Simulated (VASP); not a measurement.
# CdS (P3m1) in VASP: a series of runs

The runs below take CdS through single point, relaxation of cell and atoms, with RPBE, LDA, PBEsol.

Program: VASP 6.6.1. These are calculated values, not measurements. Logs are shortened: lines on timing, memory, paths and dates and some standing lists are left out, and cuts for length are marked.

### 1 The cell of the first run

It takes space group P3m1 (No. 156, trigonal). Conventional cell: a = 4.297 Å, b = 4.297 Å, c = 5.823 Å, α = 90.00°, β = 90.00°, γ = 120.00°. Within 3.3 Å of Cd (site symmetry 3m) lie 3 S at 2.48 Å. Within 3.3 Å of S (site symmetry 3m) lie 3 Cd at 2.48 Å.

### 2 Single point, RPBE

INCAR reads:

```
SYSTEM = CdS
ALGO = Normal
EDIFF = 1E-6
ENCUT = 520
GGA = RP
ISIF = 2
ISMEAR = -1
LASPH = .True.
LCHARG = .False.
LREAL = .False.
LWAVE = .False.
NBANDS = 16
NELM = 80
PREC = Accurate
SIGMA = 0.05
```

KPOINTS reads:

```
k-points
0
Gamma
  7 7 5
  0 0 0
```

POSCAR reads:

```
CdS
1.0
    4.2971051820      0.0000000000      0.0000000000
   -2.1485525910      3.7214022503      0.0000000000
    0.0000000000      0.0000000000      5.8225407218
Cd S
1 1
Direct
    0.0000000000      0.0000000000      0.4423140940
    0.6666666667      0.3333333333      0.4346859060
```

Potentials or basis: VASP PAW PBE potentials, release 64 (Cd, S).

Started as:

```console
$ cat potpaw_PBE.64/Cd/POTCAR potpaw_PBE.64/S/POTCAR > POTCAR
$ mpirun -np 1 vasp_std > vasp.out
```

OUTCAR:

```text
SYSTEM = CdS
   EDIFF = 1E-6
   ENCUT = 520
   GGA = RP
   ISIF = 2
   ISMEAR = -1
   LASPH = .True.
   LREAL = .False.
   NELM = 80
   PREC = Accurate

 ion  position               nearest neighbor table
   1  0.000  0.000  0.442-   2 2.48   2 2.48   2 2.48
   2  0.667  0.333  0.435-   1 2.48   1 2.48   1 2.48

  LATTYP: Found a hexagonal cell.
 ALAT       =     4.2971051820
 C/A-ratio  =     1.3549914361

  Lattice vectors:

 A1 = (   4.2971051820,   0.0000000000,   0.0000000000)
 A2 = (  -2.1485525910,   3.7214022503,   0.0000000000)
 A3 = (   0.0000000000,   0.0000000000,   5.8225407218)

Analysis of symmetry for initial positions (statically):
=====================================================================
 Subroutine PRICEL returns:
 Original cell was already a primitive cell.

 Routine SETGRP: Setting up the symmetry group for a
 hexagonal supercell.

 Subroutine GETGRP returns: Found  6 space group operations
 (whereof  6 operations were pure point group operations)
 out of a pool of 24 trial point group operations.

The static configuration has the point symmetry C_3v.

Analysis of symmetry for dynamics (positions and initial velocities):
=====================================================================
 Subroutine PRICEL returns:
 Original cell was already a primitive cell.

 Routine SETGRP: Setting up the symmetry group for a
 hexagonal supercell.

 Subroutine GETGRP returns: Found  6 space group operations
 (whereof  6 operations were pure point group operations)
 out of a pool of 24 trial point group operations.

The dynamic configuration has the point symmetry C_3v.

 Subroutine INISYM returns: Found  6 space group operations
 (whereof  6 operations are pure point group operations),
 and found     1 'primitive' translations

----------------------------------------------------------------------------------------

                                     Primitive cell

  volume of cell :      93.1097

  direct lattice vectors                    reciprocal lattice vectors
     4.297105182  0.000000000  0.000000000     0.232714806  0.134357956  0.000000000
    -2.148552591  3.721402250  0.000000000     0.000000000  0.268715912  0.000000000
     0.000000000  0.000000000  5.822540722     0.000000000  0.000000000  0.171746330

  length of vectors
     4.297105182  4.297105182  5.822540722     0.268715912  0.268715912  0.171746330

  position of ions in fractional coordinates (direct lattice)
     0.000000000  0.000000000  0.442314094
     0.666666667  0.333333333  0.434685906

  ion indices of the primitive-cell ions
   primitive index   ion index
                 1           1
                 2           2

----------------------------------------------------------------------------------------

 KPOINTS: k-points

Automatic generation of k-mesh.
 Grid dimensions read from file:
 generate k-points for:    7    7    5

 Generating k-lattice:

  Cartesian coordinates                     Fractional coordinates (reciprocal lattice)
     0.033244972  0.019193994  0.000000000     0.142857143  0.000000000  0.000000000
     0.000000000  0.038387987  0.000000000     0.000000000  0.142857143  0.000000000
     0.000000000  0.000000000  0.034349266     0.000000000  0.000000000  0.200000000

  Length of vectors
     0.038387987  0.038387987  0.034349266

  Shift w.r.t. Gamma in fractional coordinates (k-lattice)
     0.000000000  0.000000000  0.000000000

 Subroutine IBZKPT returns following result:
 ===========================================

 Found     32 irreducible k-points:

 Following reciprocal coordinates:
            Coordinates               Weight
  0.000000  0.000000  0.000000      1.000000
  0.142857 -0.000000  0.000000      6.000000
  0.285714  0.000000  0.000000      6.000000
  0.428571  0.000000  0.000000      6.000000
  0.142857  0.142857  0.000000      6.000000
  0.285714  0.142857  0.000000     12.000000
[... 16 lines left out ...]
  0.000000  0.142857  0.400000      6.000000
  0.285714  0.000000  0.400000      6.000000
 [... further k-points ...]
   k-points           NKPTS =     32   k-points in BZ     NKDIM =     32   number of bands    NBANDS=     16
   number of dos      NEDOS =    301   number of ions     NIONS =      2
   total plane-waves  NPLWV =  49152
   dimension x,y,z NGX =    32 NGY =   32 NGZ =   48
   dimension x,y,z NGXF=    64 NGYF=   64 NGZF=   96
   ions per type =               1   1
   NGX,Y,Z   is equivalent  to a cutoff of  12.38, 12.38, 13.71 a.u.
   NGXF,Y,Z  is equivalent  to a cutoff of  24.76, 24.76, 27.41 a.u.
 SYSTEM =  CdS
   PREC   = accura    normal or accurate (medium, high low for compatibility)
   ISTART =      0    job   : 0-new  1-cont  2-samecut
   ICHARG =      2    charge: 1-file 2-atom 10-const
   ISPIN  =      1    spin polarized calculation?
   LNONCOLLINEAR =      F non collinear calculations
   LSORBIT =      F    spin-orbit coupling
   LASPH  =      T    aspherical Exc in radial PAW
   ENCUT  =  520.0 eV  38.22 Ry    6.18 a.u.   7.99  7.99 10.83*2*pi/ulx,y,z
   NELM   =     80;   NELMIN=  2; NELMDL= -5     # of ELM steps
   EDIFF  = 0.1E-05   stopping-criterion for ELM
   LREAL  =      F    real-space projection
   EDIFFG = 0.1E-04   stopping-criterion for IOM
   NSW    =      0    number of steps for IOM
   IBRION =     -1    ionic relax: 0-MD 1-quasi-New 2-CG
   NFREE  =      0    steps in history (QN), initial steepest desc. (CG)
   ISIF   =      2    stress and relaxation
   ISYM   =      2    0-nonsym 1-usesym 2-fastsym
   POTIM  = 0.5000    time-step for ionic-motion
   TEBEG  =    0.0;   TEEND  =   0.0 temperature during run
   PSTRESS=    0.0 pullay stress
   NELECT =      18.0000    total number of electrons
   NUPDOWN=      -1.0000    fix difference up-down
   EMIN   =  10.00;   EMAX   =-10.00  energy-range for DOS
   EFERMI =   0.00;   METHOD = LEGACY
   ISMEAR =    -1;   SIGMA  =   0.05  broadening in eV -4-tet -1-fermi 0-gaus
   EFERMI_NEDOS =   21; number of points for ismear=-14 and -15
   IALGO  =     38    algorithm
   IMIX   =      4    mixing-type and parameters
     AMIX     =   0.40;   BMIX     =  1.00
     AMIX_MAG =   1.60;   BMIX_MAG =  1.00
  volume/ion in A,a.u.               =      46.55       314.17
  Fermi-wavevector in a.u.,A,eV,Ry     =   0.946602  1.788818 12.191566  0.896055
  Thomas-Fermi vector in A             =   2.074615
   LORBIT       =      0    0 simple, 1 ext, 2 COOP (PROOUT), +10 PAW based schemes
   GGA     = RP    functional components
   LHFCALC =     F    Hartree Fock is set to
   AEXX    =    0.0000 exact exchange contribution
   IVDW    =     0    specifies the selected vdW correction
   LEPSILON=     F    determine dielectric tensor
   LRPA    =     F    only Hartree local field effects (RPA)
 non-spin polarized calculation
  energy-cutoff  :      520.00
  volume of cell :       93.11
 maximum number of plane-waves:      2518
   NGX = 15   NGY = 15   NGZ = 21

 number of electron      18.0000005 magnetization

 Free energy of the ion-electron system (eV)
  ---------------------------------------------------
  ext. energy  EPLUGINS =         0.00000000
  ---------------------------------------------------
  free energy    TOTEN  =        -5.17557447 eV

  energy without entropy =       -5.17557446  energy(sigma->0) =       -5.17557446

 E-fermi :  -1.2658     XC(G=0):  -5.9289

 val. band max:       -2.1005153286   @ k =   0.0000   0.0000   0.4000
 cond. band min:      -0.5688253867   @ k =   0.0000   0.0000   0.0000
 fundamental gap:      1.5316899419
 Fermi energy:        -1.2657776297

 k-point     1 :       0.0000    0.0000    0.0000
  band No.  band energies     occupation
      1     -13.5741      2.00000
      2      -9.6653      2.00000
      3      -9.6653      2.00000
      4      -9.2178      2.00000
      5      -9.2178      2.00000
      6      -9.0260      2.00000
[... 8 lines left out ...]
     15       9.0644      0.00000
     16       9.5940      0.00000

 k-point     2 :       0.1429   -0.0000    0.0000
  band No.  band energies     occupation
      1     -13.5161      2.00000
      2      -9.6394      2.00000
      3      -9.6175      2.00000
      4      -9.2366      2.00000
      5      -9.2205      2.00000
      6      -9.0020      2.00000
[... 8 lines left out ...]
     15       9.3908      0.00000
     16       9.6161      0.00000

 k-point     3 :       0.2857    0.0000    0.0000
  band No.  band energies     occupation
      1     -13.3848      2.00000
      2      -9.5504      2.00000
      3      -9.5046      2.00000
      4      -9.2776      2.00000
      5      -9.2264      2.00000
      6      -8.9341      2.00000
[... 8 lines left out ...]
     15       8.3959      0.00000
     16       8.9136      0.00000

 k-point     4 :       0.4286    0.0000    0.0000
  band No.  band energies     occupation
      1     -13.2792      2.00000
      2      -9.4447      2.00000
      3      -9.4076      2.00000
      4      -9.3091      2.00000
      5      -9.2311      2.00000
      6      -8.8435      2.00000
[... 8 lines left out ...]
     15       8.2882      0.00000
     16       8.3103      0.00000
[... 324 lines left out ...]
 k-point    22 :       0.1429   -0.0000    0.4000
  band No.  band energies     occupation
      1     -13.5132      2.00000
      2      -9.6392      2.00000
      3      -9.6174      2.00000
      4      -9.2374      2.00000
      5      -9.2210      2.00000
      6      -8.9946      2.00000
[... 8 lines left out ...]
     15       8.1118      0.00000
     16       8.8255      0.00000

 k-point    23 :       0.0000    0.1429    0.4000
  band No.  band energies     occupation
      1     -13.5132      2.00000
      2      -9.6392      2.00000
      3      -9.6174      2.00000
      4      -9.2374      2.00000
      5      -9.2210      2.00000
      6      -8.9946      2.00000
[... 8 lines left out ...]
     15       8.0767      0.00000
     16       8.8291      0.00000

 k-point    24 :       0.2857    0.0000    0.4000
  band No.  band energies     occupation
      1     -13.3823      2.00000
      2      -9.5498      2.00000
      3      -9.5045      2.00000
      4      -9.2790      2.00000
      5      -9.2270      2.00000
      6      -8.9289      2.00000
[... 8 lines left out ...]
     15       7.9022      0.00000
     16       8.3202      0.00000

 [... further k-points ...]

------------------------ aborting loop because EDIFF is reached ----------------------------------------

  FORCE on cell =-STRESS in cart. coord.  units (eV):
  Direction    XX          YY          ZZ          XY          YZ          ZX
  --------------------------------------------------------------------------------------
  -------------------------------------------------------------------------------------
  Total        0.1376229      0.1376229      0.0089092      0.0000000     -0.0000000      0.0000000
  in kB        2.3681338      2.3681338      0.1533034      0.0000000     -0.0000000      0.0000000
  external PRESSURE =       1.6298570 kB  Pullay stress =       0.0000000 kB

 VOLUME and BASIS-vectors are now :
 -----------------------------------------------------------------------------
  energy-cutoff  :      520.00
  volume of cell :       93.11
      direct lattice vectors                 reciprocal lattice vectors
     4.297105182  0.000000000  0.000000000     0.232714806  0.134357956  0.000000000
    -2.148552591  3.721402250  0.000000000     0.000000000  0.268715912  0.000000000
     0.000000000  0.000000000  5.822540722     0.000000000  0.000000000  0.171746330

 POSITION                                       TOTAL-FORCE (eV/Angst)
 -----------------------------------------------------------------------------------
      0.00000      0.00000      2.57539        -0.000000     -0.000000     -0.000674
      2.14855      1.24047      2.53098         0.000000      0.000000      0.000674
 -----------------------------------------------------------------------------------
    total drift:                                0.000001     -0.000000      0.000020

  FREE ENERGIE OF THE ION-ELECTRON SYSTEM (eV)
  ---------------------------------------------------
  free  energy   TOTEN  =        -5.1755744723 eV

  energy  without entropy=       -5.1755744567  energy(sigma->0) =       -5.17557446
```

Wall time 56 s (1 thread of Intel Xeon Platinum 8259CL at 2.50GHz (Skylake/Cascade Lake), shared host); peak memory 0.23 GiB.

What came out:

* Free energy: -5.1756 eV
* Pressure: 0.2 GPa
* Band gap on the k mesh: 1.53 eV

Levels at points of the mesh, in eV from the valence-band top:
```csv
k point,band 6,band 7,band 8,band 9,band 10,band 11,band 12,band 13
"(0.00, 0.00, 0.00)",-6.93,-0.94,0.00,0.00,1.53,5.57,6.98,6.98
```

Caveat: the PAW data sets were made with another functional, which shifts forces and pressure a little; an odd mesh through Γ misses points on the zone boundary, where band edges can lie.

### 3 Relaxation of cell and atoms, LDA

This run uses another cell than the first one.

INCAR reads:

```
ALGO = Normal
EDIFF = 1E-6
EDIFFG = -0.01
ENCUT = 600
IBRION = 2
ISIF = 3
ISMEAR = -1
LASPH = True
LCHARG = False
LREAL = False
LWAVE = False
NELM = 80
NSW = 60
PREC = Accurate
SIGMA = 0.05
```

KPOINTS reads:

```
k-points
0
Gamma
  7 7 5
```

POSCAR reads:

```
CdS
1.0
    4.2611695877      0.0000000000      0.0000000000
   -2.1305847939      3.6902811128      0.0000000000
    0.0000000000      0.0000000000      5.8041729400
Cd S
1 1
Direct
    0.0000000000      0.0000000000      0.4426919200
    0.6666666667      0.3333333333      0.4343080800
```

Potentials or basis: VASP PAW LDA potentials, release 64 (Cd, S).

Started as:

```console
$ cat potpaw_LDA.64/Cd/POTCAR potpaw_LDA.64/S/POTCAR > POTCAR
$ mpirun -np 1 vasp_std > vasp.out
```

It took 18 min on 1 thread of Intel Xeon Platinum 8259CL at 2.50GHz (Skylake/Cascade Lake), shared host; peak memory 0.25 GiB.

Results (log left out):

| Item | Value |
| --- | --- |
| Free energy | -6.6865 eV |
| Relaxed volume | 31.25 Å³/atom |
| Relaxed cell | a = 4.152 Å, b = 4.152 Å, c = 4.185 Å, α = 90.00°, β = 90.00°, γ = 120.00° |
| Space group after relaxing (to 0.1 Å) | P-6m2 (No. 187) |
| Energy gained by relaxing | 43.7 meV/atom |
| Ionic steps | 37 |
| Pressure after relaxing | 0.0 GPa |
| Largest force after relaxing | 0.003 eV/Å |
| Band gap on the k mesh | 0.76 eV (least direct gap 1.06 eV) |

Forces in eV/Å, atoms in the order of the input:
```
Cd   0.000  0.000 -0.003
S    0.000  0.000  0.003
```

The path:
```csv
step,energy change (eV),largest force (eV/Å),pressure (GPa),volume (Å³)
1,0.0000,0.0235,-2.28,91.27
2,-0.0110,0.0169,2.43,82.89
3,-0.0513,0.0044,-0.08,86.64
4,-0.0513,0.0040,-0.01,86.55
5,-0.0514,0.0044,-0.07,86.52
6,-0.0514,0.0051,-0.18,86.48
7,-0.0515,0.0051,-0.18,86.45
8,-0.0515,0.0051,-0.19,86.34
9,-0.0517,0.0050,-0.21,86.13
10,-0.0520,0.0050,-0.26,85.72
11,-0.0527,0.0050,-0.32,84.88
12,-0.0539,0.0047,-0.47,83.20
13,-0.0564,0.0032,-0.78,79.82
14,-0.0615,0.0003,-1.49,72.92
15,-0.0257,0.0011,-2.55,58.65
16,-0.0619,0.0015,-1.54,72.43
17,-0.0623,0.0006,-2.25,65.62
18,-0.0627,0.0013,-1.67,71.22
19,-0.0627,0.0013,-1.67,71.18
20,-0.0629,0.0011,-1.69,71.06
21,-0.0633,0.0010,-1.72,70.80
22,-0.0640,0.0007,-1.73,70.30
23,-0.0653,0.0004,-1.78,69.29
24,-0.0674,0.0003,-1.89,67.26
25,-0.0667,0.0001,-2.06,63.19
26,-0.0682,0.0005,-1.97,65.95
27,-0.0699,0.0004,-1.90,65.71
28,-0.0744,0.0000,-1.66,65.00
29,-0.0815,0.0010,-1.17,63.59
30,-0.0866,0.0049,-0.02,60.82
31,-0.0867,0.0044,-0.12,61.08
32,-0.0867,0.0042,-0.19,61.18
33,-0.0868,0.0041,-0.18,61.25
34,-0.0870,0.0040,-0.12,61.46
35,-0.0874,0.0037,-0.11,61.87
36,-0.0874,0.0036,-0.05,62.08
37,-0.0874,0.0033,-0.03,62.49
```

Final structure:
```cif
data_structure
_symmetry_space_group_name_H-M 'P 1'
_symmetry_Int_Tables_number 1
_cell_length_a 4.1522
_cell_length_b 4.1522
_cell_length_c 4.1854
_cell_angle_alpha 90.000
_cell_angle_beta 90.000
_cell_angle_gamma 120.000
_cell_volume 62.49
loop_
_atom_site_label
_atom_site_type_symbol
_atom_site_fract_x
_atom_site_fract_y
_atom_site_fract_z
_atom_site_occupancy
Cd1 Cd 0.00000 0.00000 0.43683 1
S1 S 0.66667 0.33333 0.44017 1
```

Levels at points of the mesh, in eV from the valence-band top:
| k point | band 6 | band 7 | band 8 | band 9 | band 10 | band 11 | band 12 | band 13 |
| --- | --- | --- | --- | --- | --- | --- | --- | --- |
| (0.00, 0.00, 0.00) | -7.41 | -0.95 | -0.30 | -0.30 | 0.76 | 6.33 | 6.33 | 6.41 |

Caveat: the volume moved by over 15 % at a fixed basis, so the end points are rough; an odd mesh through Γ misses points on the zone boundary, where band edges can lie.

[end of part 1 of 2]
